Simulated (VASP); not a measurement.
# SrCd2Sb2 in VASP: notebook, part 2 of 2

VASP 6.6.1. Earlier steps stand in the parts before.

### Step 5. Molecular dynamics, LDA

Input file INCAR:

```
  PREC = Accurate
  ENCUT = 520
  EDIFF = 1E-5
  ISMEAR = 0
  SIGMA = 0.1
  LREAL = False
  LASPH = True
  NELM = 100
  ALGO = Normal
  ISIF = 2
  LWAVE = False
  LCHARG = True
  GGA = CA
  NBANDS = 30
  IBRION = 0
  NSW = 40
  POTIM = 1.0
  TEBEG = 600.0
  TEEND = 600.0
  ISYM = 0
  NELMIN = 4
  RANDOM_SEED = 358375 0 0
  MDALGO = 2
  SMASS = 0
```

Input file KPOINTS:

```
Automatic mesh
0
Gamma
  3 3 3
```

Input file POSCAR:

```
SrCd2Sb2
1.0
    5.0996000000      0.2434950000     -0.6486200000
   -1.0842190000      5.5465160000      0.7634140000
   -0.2434100000      0.4242480000      5.7231950000
Sr Cd Sb
1 2 2
Direct
    0.9372660000      0.0444870000      0.9900850000
    0.0324820000      0.7652940000      0.5685690000
    0.7826790000      0.2988020000      0.4037430000
    0.4251080000      0.4040660000      0.7166510000
    0.3930910000      0.6480250000      0.1260230000
```

Potentials or basis: VASP PAW LDA potentials, release 64 (Sr_sv, Cd, Sb).

Started as:

```
$ cat potpaw_LDA.64/Sr_sv/POTCAR potpaw_LDA.64/Cd/POTCAR potpaw_LDA.64/Sb/POTCAR > POTCAR
$ mpirun -np 1 vasp_std > vasp.out
```

OUTCAR:

```text
PREC = Accurate
   ENCUT = 520
   EDIFF = 1E-5
   ISMEAR = 0
   LREAL = False
   LASPH = True
   NELM = 100
   ISIF = 2
   GGA = CA
   IBRION = 0
   NSW = 40
   POTIM = 1.0
   TEBEG = 600.0
   ISYM = 0
   NELMIN = 4

 ion  position               nearest neighbor table
   1  0.937  0.044  0.990-   3 3.29   2 3.30   4 3.35   2 3.36   3 3.39   5 3.39   5 3.40   4 3.55
                             5 3.99   2 4.30   3 4.43
   2  0.032  0.765  0.569-   4 3.01   3 3.04   1 3.30   1 3.36   3 3.38   5 3.42   4 3.58   5 3.61
                             1 4.30
   3  0.783  0.299  0.404-   4 2.98   2 3.04   5 3.07   1 3.29   2 3.38   1 3.39   4 3.52   1 4.43

   4  0.425  0.404  0.717-   3 2.98   2 3.01   5 3.01   1 3.35   5 3.37   3 3.52   1 3.55   2 3.58

   5  0.393  0.648  0.126-   4 3.01   3 3.07   4 3.37   1 3.39   1 3.40   2 3.42   2 3.61   1 3.99

IMPORTANT INFORMATION: All symmetrisations will be switched off!
NOSYMM: (Re-)initialisation of all symmetry stuff for point group C_1.

----------------------------------------------------------------------------------------

                                     Primitive cell

  volume of cell :     161.1174

  direct lattice vectors                    reciprocal lattice vectors
     5.099600000  0.243495000 -0.648620000     0.195012611  0.037360185  0.005524543
    -1.084219000  5.546516000  0.763414000    -0.010357327  0.180167586 -0.013795933
[... 139 lines left out ...]
  in kB      -44.5216897    -45.3406323     -4.5490450     -3.4704173      4.0295208     -6.6533854
  external PRESSURE =     -31.4704557 kB  Pullay stress =       0.0000000 kB
[... 124 lines left out ...]
  ENERGY OF THE ELECTRON-ION-THERMOSTAT SYSTEM (eV)
  ---------------------------------------------------
% ion-electron   TOTEN  =       -14.811052  see above
  kinetic energy EKIN   =         0.306469
  kin. lattice  EKIN_LAT=         0.000000  (temperature  592.73 K)
  nose potential ES     =        -0.000069
  nose kinetic   EPS    =         0.000001
  ---------------------------------------------------
  total energy   ETOTAL =       -14.504651 eV

[... ionic steps 4 to 37 ...]

--------------------------------------- Ionic step       38  -------------------------------------------

 number of electron      44.0000000 magnetization

------------------------ aborting loop because EDIFF is reached ----------------------------------------
[... 93 lines left out ...]
--------------------------------------- Ionic step       40  -------------------------------------------

 number of electron      43.9999999 magnetization

 Free energy of the ion-electron system (eV)
  ---------------------------------------------------
  ext. energy  EPLUGINS =         0.00000000
  ---------------------------------------------------
  free energy    TOTEN  =       -14.70580895 eV

  energy without entropy =      -14.68339729  energy(sigma->0) =      -14.69460312

 E-fermi :   3.2398     XC(G=0):  -9.3679

 val. band max:        3.2328502989   @ k =   0.3333  -0.3333   0.3333
 cond. band min:       3.2955822358   @ k =   0.3333   0.0000   0.3333
 fundamental gap:      0.0627319369
 Fermi energy:         3.2397889548

 k-point     1 :       0.0000    0.0000    0.0000
  band No.  band energies     occupation
      1     -32.2815      2.00000
      2     -14.4773      2.00000
      3     -14.4391      2.00000
      4     -14.3962      2.00000
      5      -7.1764      2.00000
      6      -5.5822      2.00000
[... 489 lines left out ...]
  ENERGY OF THE ELECTRON-ION-THERMOSTAT SYSTEM (eV)
  ---------------------------------------------------
% ion-electron   TOTEN  =       -14.705809  see above
  kinetic energy EKIN   =         0.312442
  kin. lattice  EKIN_LAT=         0.000000  (temperature  604.29 K)
  nose potential ES     =        -0.111506
  nose kinetic   EPS    =         0.000200
  ---------------------------------------------------
  total energy   ETOTAL =       -14.504673 eV
```

OSZICAR:

```text
N       E                     dE             d eps       ncg     rms          rms(c)
DAV:   1     0.284960813500E+03    0.28496E+03   -0.19039E+04   840   0.128E+03
[... 238 lines left out ...]
     39 T=   608. E= -.14504674E+02 F= -.14709547E+02 E0= -.14698430E+02  EK= 0.31437E+00 SP= -.11E+00 SK= 0.22E-03
       N       E                     dE             d eps       ncg     rms          rms(c)
DAV:   1    -0.147058089487E+02    0.37383E-02   -0.43278E-04   420   0.246E-01    0.109E-04
DAV:   2    -0.147058089448E+02    0.39699E-08   -0.89489E-08   528   0.181E-03    0.164E-04
DAV:   3    -0.147058089455E+02   -0.68849E-09   -0.73551E-09   426   0.474E-04    0.150E-04
DAV:   4    -0.147058089454E+02    0.74579E-10   -0.14938E-09   420   0.201E-04
     40 T=   604. E= -.14504673E+02 F= -.14705809E+02 E0= -.14694603E+02  EK= 0.31244E+00 SP= -.11E+00 SK= 0.20E-03
```

It took 9.6 min on 1 thread of Intel Xeon Platinum 8259CL at 2.50GHz (Skylake/Cascade Lake), shared host; peak memory 0.32 GiB.

The path:
```tsv
step	potential energy change (eV)	largest force (eV/Å)	pressure (GPa)	volume (Å³)	temperature (K)
1	0.0000	0.5111	-3.15	161.12	599
2	0.0019	0.5129	-3.16	161.12	596
3	0.0038	0.5148	-3.16	161.12	593
4	0.0058	0.5165	-3.16	161.12	589
5	0.0079	0.5182	-3.16	161.12	586
6	0.0099	0.5197	-3.16	161.12	583
7	0.0120	0.5212	-3.15	161.12	580
8	0.0142	0.5225	-3.15	161.12	577
9	0.0164	0.5238	-3.15	161.12	576
10	0.0186	0.5250	-3.15	161.12	574
11	0.0209	0.5261	-3.14	161.12	573
12	0.0232	0.5270	-3.14	161.12	573
13	0.0256	0.5279	-3.13	161.12	573
14	0.0280	0.5287	-3.13	161.12	574
15	0.0304	0.5294	-3.12	161.12	575
16	0.0330	0.5300	-3.12	161.12	577
17	0.0355	0.5304	-3.11	161.12	579
18	0.0381	0.5308	-3.10	161.12	582
19	0.0408	0.5311	-3.09	161.12	585
20	0.0435	0.5312	-3.09	161.12	588
21	0.0462	0.5312	-3.08	161.12	592
22	0.0491	0.5312	-3.07	161.12	595
23	0.0519	0.5309	-3.06	161.12	599
24	0.0549	0.5306	-3.05	161.12	603
25	0.0579	0.5302	-3.04	161.12	607
26	0.0609	0.5296	-3.03	161.12	610
27	0.0640	0.5289	-3.02	161.12	613
28	0.0672	0.5280	-3.00	161.12	616
29	0.0704	0.5270	-2.99	161.12	618
30	0.0737	0.5259	-2.98	161.12	620
31	0.0770	0.5247	-2.97	161.12	621
32	0.0804	0.5233	-2.95	161.12	622
33	0.0838	0.5218	-2.94	161.12	621
34	0.0873	0.5202	-2.92	161.12	621
35	0.0908	0.5185	-2.91	161.12	619
36	0.0944	0.5167	-2.89	161.12	617
37	0.0980	0.5148	-2.88	161.12	615
38	0.1016	0.5128	-2.86	161.12	611
39	0.1053	0.5108	-2.85	161.12	608
40	0.1091	0.5088	-2.83	161.12	604
```

Caveat: the k points lie up to 0.42 Å⁻¹ apart; spin-orbit coupling is left out, which moves the levels of the heavy elements.

### Step 6. Overview

| task | cell | gap on the mesh (eV) | pressure (GPa) | largest force (eV/Å) |
| --- | --- | --- | --- | --- |
| single point | as given, atomic positions A | none | -3.3 | 0.54 |
| single point | as given, atomic positions B | none | -3.4 | 0.56 |
| single point | as given, atomic positions C | none | -3.4 | 0.66 |
| molecular dynamics | as given, atomic positions D | - | - | - |

Alike in all rows: level LDA; potentials or basis VASP PAW LDA potentials, release 64 (Sr_sv, Cd, Sb); no spin polarisation; k mesh 3 × 3 × 3; cutoff (eV) 520; smearing gaussian 0.1 eV.

Caveats: all runs use coarse meshes; spin-orbit coupling is left out, which moves the levels of the heavy elements.

Absolute energies hang on the potentials; compare differences alone.

The gap in the log of VASP goes by the Fermi energy; the results here count the filled bands.